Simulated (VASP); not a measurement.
# Co (I4_1/amd) in VASP: single point with LDA

Aim: the single point of Co with LDA.

Program: VASP 6.6.1. These are calculated values, not measurements. Logs are shortened: lines on timing, memory, paths and dates and some standing lists are left out, and cuts for length are marked.

### Step 1. The cell of the first run

The structure is tetragonal, space group I4_1/amd (No. 141). The conventional cell has a = 3.547 Å, b = 3.547 Å, c = 1.972 Å, α = 90.00°, β = 90.00°, γ = 90.00°. Within 2.4 Å of Co (site symmetry -4m2) lie 10 Co at 1.84 to 2.31 Å.

### Step 2. Single point, LDA, collinear spin, ferromagnetic start

The input, INCAR:

```
SYSTEM = Co
  ALGO = Normal
  EDIFF = 1E-6
  ENCUT = 520
  ISIF = 2
  ISMEAR = -1
  ISPIN = 2
  LASPH = .True.
  LCHARG = .True.
  LELF = .True.
  LMAXMIX = 4
  LORBIT = 11
  LREAL = .False.
  LVHAR = .True.
  LWAVE = .False.
  MAGMOM = 1.7 1.7
  NBANDS = 20
  NELM = 150
  PREC = Accurate
  SIGMA = 0.1
```

The input, KPOINTS:

```
k-points
0
Gamma
  22 22 22
  0 0 0
```

The input, POSCAR:

```
Co
1.0
   -1.7734061176      1.7734061176      0.9858209107
    1.7734061176     -1.7734061176      0.9858209107
    1.7734061176      1.7734061176     -0.9858209107
Co
2
Direct
   -0.3750000000     -0.1250000000     -0.2500000000
    0.3750000000      0.1250000000      0.2500000000
```

Potentials or basis: VASP PAW LDA potentials, release 64 (Co).

The run is started by

```bash
> cat potpaw_LDA.64/Co/POTCAR > POTCAR
> mpirun -np 1 vasp_std > vasp.out
```

OUTCAR:

```text
SYSTEM = Co
   EDIFF = 1E-6
   ENCUT = 520
   ISIF = 2
   ISMEAR = -1
   ISPIN = 2
   LASPH = .True.
   LORBIT = 11
   LREAL = .False.
   NELM = 150
   PREC = Accurate

 ion  position               nearest neighbor table
   1  0.625  0.875  0.750-   2 1.84   2 1.84   2 1.84   2 1.84   2 2.31   2 2.31   2 2.31   2 2.31
                             2 3.04   2 3.04
   2  0.375  0.125  0.250-   1 1.84   1 1.84   1 1.84   1 1.84   1 2.31   1 2.31   1 2.31   1 2.31
                             1 3.04   1 3.04

  LATTYP: Found a body centered tetragonal cell.
 ALAT       =     3.5468122352
 C/A-ratio  =     0.5558912315

  Lattice vectors:

 A1 = (  -1.7734061176,   1.7734061176,   0.9858209107)
 A2 = (   1.7734061176,  -1.7734061176,   0.9858209107)
 A3 = (   1.7734061176,   1.7734061176,  -0.9858209107)

Analysis of symmetry for initial positions (statically):
=====================================================================
 Subroutine PRICEL returns:
 Original cell was already a primitive cell.

 Routine SETGRP: Setting up the symmetry group for a
 body centered tetragonal supercell.

 Subroutine GETGRP returns: Found 16 space group operations
 (whereof  4 operations were pure point group operations)
 out of a pool of 16 trial point group operations.

The static configuration has the point symmetry C_2h.
 The point group associated with its full space group is D_4h.

Analysis of symmetry for dynamics (positions and initial velocities):
=====================================================================
 Subroutine PRICEL returns:
 Original cell was already a primitive cell.

 Routine SETGRP: Setting up the symmetry group for a
 body centered tetragonal supercell.

 Subroutine GETGRP returns: Found 16 space group operations
 (whereof  4 operations were pure point group operations)
 out of a pool of 16 trial point group operations.

The dynamic configuration has the point symmetry C_2h.
 The point group associated with its full space group is D_4h.

Analysis of structural, dynamic, and magnetic symmetry:
=====================================================================
 Subroutine PRICEL returns:
 Original cell was already a primitive cell.

 Routine SETGRP: Setting up the symmetry group for a
 body centered tetragonal supercell.

 Subroutine GETGRP returns: Found 16 space group operations
 (whereof  4 operations were pure point group operations)
 out of a pool of 16 trial point group operations.

The overall configuration has the point symmetry C_2h.
 The point group associated with its full space group is D_4h.

 Subroutine INISYM returns: Found 16 space group operations
 (whereof  4 operations are pure point group operations),
 and found     1 'primitive' translations

----------------------------------------------------------------------------------------

                                     Primitive cell

  volume of cell :      12.4015

  direct lattice vectors                    reciprocal lattice vectors
    -1.773406118  1.773406118  0.985820911     0.000000000  0.281943315  0.507191514
     1.773406118 -1.773406118  0.985820911     0.281943315  0.000000000  0.507191514
     1.773406118  1.773406118 -0.985820911     0.281943315  0.281943315  0.000000000

  length of vectors
     2.694769264  2.694769264  2.694769264     0.580288949  0.580288949  0.398728060

  position of ions in fractional coordinates (direct lattice)
     0.625000000  0.875000000  0.750000000
     0.375000000  0.125000000  0.250000000

  ion indices of the primitive-cell ions
   primitive index   ion index
                 1           1
                 2           2

----------------------------------------------------------------------------------------

 KPOINTS: k-points

Automatic generation of k-mesh.
 Grid dimensions read from file:
 generate k-points for:   22   22   22

 Generating k-lattice:

  Cartesian coordinates                     Fractional coordinates (reciprocal lattice)
     0.000000000  0.012815605  0.023054160     0.045454545  0.000000000  0.000000000
     0.012815605  0.000000000  0.023054160     0.000000000  0.045454545  0.000000000
     0.012815605  0.012815605  0.000000000     0.000000000  0.000000000  0.045454545

  Length of vectors
     0.026376770  0.026376770  0.018124003

  Shift w.r.t. Gamma in fractional coordinates (k-lattice)
     0.000000000  0.000000000  0.000000000

 Subroutine IBZKPT returns following result:
 ===========================================

 Found    834 irreducible k-points:

 Following reciprocal coordinates:
            Coordinates               Weight
  0.000000  0.000000  0.000000      1.000000
  0.045455 -0.000000  0.000000      8.000000
  0.090909 -0.000000  0.000000      8.000000
  0.136364  0.000000 -0.000000      8.000000
  0.181818  0.000000 -0.000000      8.000000
  0.227273  0.000000 -0.000000      8.000000
[... 16 lines left out ...]
  0.500000  0.045455  0.000000     16.000000
 -0.454545  0.045455  0.000000     16.000000
 [... further k-points ...]
   k-points           NKPTS =    834   k-points in BZ     NKDIM =    834   number of bands    NBANDS=     20
   number of dos      NEDOS =    301   number of ions     NIONS =      2
   total plane-waves  NPLWV =   8000
   dimension x,y,z NGX =    20 NGY =   20 NGZ =   20
   dimension x,y,z NGXF=    40 NGYF=   40 NGZF=   40
   ions per type =               2
   NGX,Y,Z   is equivalent  to a cutoff of  12.34, 12.34, 12.34 a.u.
   NGXF,Y,Z  is equivalent  to a cutoff of  24.68, 24.68, 24.68 a.u.
 SYSTEM =  Co
   PREC   = accura    normal or accurate (medium, high low for compatibility)
   ISTART =      0    job   : 0-new  1-cont  2-samecut
   ICHARG =      2    charge: 1-file 2-atom 10-const
   ISPIN  =      2    spin polarized calculation?
   LNONCOLLINEAR =      F non collinear calculations
   LSORBIT =      F    spin-orbit coupling
   LASPH  =      T    aspherical Exc in radial PAW
   ENCUT  =  520.0 eV  38.22 Ry    6.18 a.u.   5.01  5.01  5.01*2*pi/ulx,y,z
   NELM   =    150;   NELMIN=  2; NELMDL= -5     # of ELM steps
   EDIFF  = 0.1E-05   stopping-criterion for ELM
   LREAL  =      F    real-space projection
   EDIFFG = 0.1E-04   stopping-criterion for IOM
   NSW    =      0    number of steps for IOM
   IBRION =     -1    ionic relax: 0-MD 1-quasi-New 2-CG
   NFREE  =      0    steps in history (QN), initial steepest desc. (CG)
   ISIF   =      2    stress and relaxation
   ISYM   =      2    0-nonsym 1-usesym 2-fastsym
   POTIM  = 0.5000    time-step for ionic-motion
   TEBEG  =    0.0;   TEEND  =   0.0 temperature during run
   PSTRESS=    0.0 pullay stress
   NELECT =      18.0000    total number of electrons
   NUPDOWN=      -1.0000    fix difference up-down
   EMIN   =  10.00;   EMAX   =-10.00  energy-range for DOS
   EFERMI =   0.00;   METHOD = LEGACY
   ISMEAR =    -1;   SIGMA  =   0.10  broadening in eV -4-tet -1-fermi 0-gaus
   EFERMI_NEDOS =   21; number of points for ismear=-14 and -15
   IALGO  =     38    algorithm
   IMIX   =      4    mixing-type and parameters
     AMIX     =   0.40;   BMIX     =  1.00
     AMIX_MAG =   1.60;   BMIX_MAG =  1.00
  volume/ion in A,a.u.               =       6.20        41.84
  Fermi-wavevector in a.u.,A,eV,Ry     =   1.853564  3.502728 46.745517  3.435699
  Thomas-Fermi vector in A             =   2.903071
   LORBIT       =     11    0 simple, 1 ext, 2 COOP (PROOUT), +10 PAW based schemes
   GGA     = CA    functional components
   LHFCALC =     F    Hartree Fock is set to
   AEXX    =    0.0000 exact exchange contribution
   IVDW    =     0    specifies the selected vdW correction
   LEPSILON=     F    determine dielectric tensor
   LRPA    =     F    only Hartree local field effects (RPA)
 spin polarized calculation
  energy-cutoff  :      520.00
  volume of cell :       12.40
 maximum number of plane-waves:       352
   NGX =  9   NGY =  9   NGZ =  9

 number of electron      17.9999992 magnetization      -0.0037986

 number of electron      17.9999992 magnetization       0.0022252

 Free energy of the ion-electron system (eV)
  ---------------------------------------------------
  ext. energy  EPLUGINS =         0.00000000
  ---------------------------------------------------
  free energy    TOTEN  =        -7.82526357 eV

  energy without entropy =       -7.75742564  energy(sigma->0) =       -7.79134460

 E-fermi :  21.5013     XC(G=0): -17.2485

 val. band max:       21.5008455173   @ k =  -0.4545   0.5000   0.4545
 cond. band min:      21.5014053666   @ k =  -0.4545   0.5000   0.4545
 fundamental gap:      0.0005598493
 Fermi energy:        21.5012553059

 spin component 1

 k-point     1 :       0.0000    0.0000    0.0000
  band No.  band energies     occupation
      1       8.8232      1.00000
      2      10.6694      1.00000
      3      13.8709      1.00000
      4      14.9642      1.00000
      5      15.8488      1.00000
      6      20.1394      1.00000
[... 12 lines left out ...]
     19      57.6973      0.00000
[... 513 lines left out ...]
      4      15.7532      1.00000
      5      17.3841      1.00000
      6      18.5530      1.00000
[... 12 lines left out ...]
     19      52.4135      0.00000
     20      58.6547      0.00000

 [... further k-points ...]

 spin component 2

 k-point     1 :       0.0000    0.0000    0.0000
  band No.  band energies     occupation
      1       8.8234      1.00000
      2      10.6698      1.00000
      3      13.8715      1.00000
      4      14.9646      1.00000
      5      15.8492      1.00000
      6      20.1400      1.00000
[... 12 lines left out ...]
     19      57.6977      0.00000
[... 513 lines left out ...]
      4      15.7538      1.00000
      5      17.3847      1.00000
      6      18.5536      1.00000
[... 12 lines left out ...]
     19      52.4138      0.00000
     20      58.6470      0.00000

 [... further k-points ...]

------------------------ aborting loop because EDIFF is reached ----------------------------------------

  FORCE on cell =-STRESS in cart. coord.  units (eV):
  Direction    XX          YY          ZZ          XY          YZ          ZX
  --------------------------------------------------------------------------------------
  -------------------------------------------------------------------------------------
  Total       32.9344271     32.9344271     34.3498918     -0.0000000     -0.0000000      0.0000000
  in kB     4254.8697878   4254.8697878   4437.7367350     -0.0000000     -0.0000000      0.0000000
  external PRESSURE =    4315.8254369 kB  Pullay stress =       0.0000000 kB

 VOLUME and BASIS-vectors are now :
 -----------------------------------------------------------------------------
  energy-cutoff  :      520.00
  volume of cell :       12.40
      direct lattice vectors                 reciprocal lattice vectors
    -1.773406118  1.773406118  0.985820911     0.000000000  0.281943315  0.507191514
     1.773406118 -1.773406118  0.985820911     0.281943315  0.000000000  0.507191514
     1.773406118  1.773406118 -0.985820911     0.281943315  0.281943315  0.000000000

 POSITION                                       TOTAL-FORCE (eV/Angst)
 -----------------------------------------------------------------------------------
      1.77341      0.88670      0.73937         0.000000      0.000000      0.000000
      0.00000      0.88670      0.24646        -0.000000     -0.000000     -0.000000
 -----------------------------------------------------------------------------------
    total drift:                               -0.000000     -0.000000     -0.000000

  FREE ENERGIE OF THE ION-ELECTRON SYSTEM (eV)
  ---------------------------------------------------
  free  energy   TOTEN  =        -7.8252635654 eV

  energy  without entropy=       -7.7574256400  energy(sigma->0) =       -7.79134460

 total charge

# of ion       s       p       d       tot
------------------------------------------
    1        0.838   1.143   8.235  10.216
    2        0.838   1.143   8.235  10.216
--------------------------------------------------
tot          1.676   2.286  16.469  20.432

 magnetization (x)

# of ion       s       p       d       tot
------------------------------------------
    1        0.000   0.000   0.000   0.000
    2        0.000   0.000   0.000   0.000
--------------------------------------------------
tot          0.000   0.000   0.001   0.001
```

Run time: 10 min. Hardware: 1 thread of Oxide Virtual Turin-like, shared host; peak memory 0.34 GiB.

Results:

- Free energy: -7.8253 eV
- Pressure: 431.6 GPa
- Band gap on the k mesh: zero (filled and empty bands overlap)
- Net moment: 0.00 μB per cell

Caveat: atoms lie so close that the PAW spheres overlap strongly, which falsifies energies and pressures; the stress differs along the axes, from 425 to 444 GPa; the moments typed at the start vanished in this run.
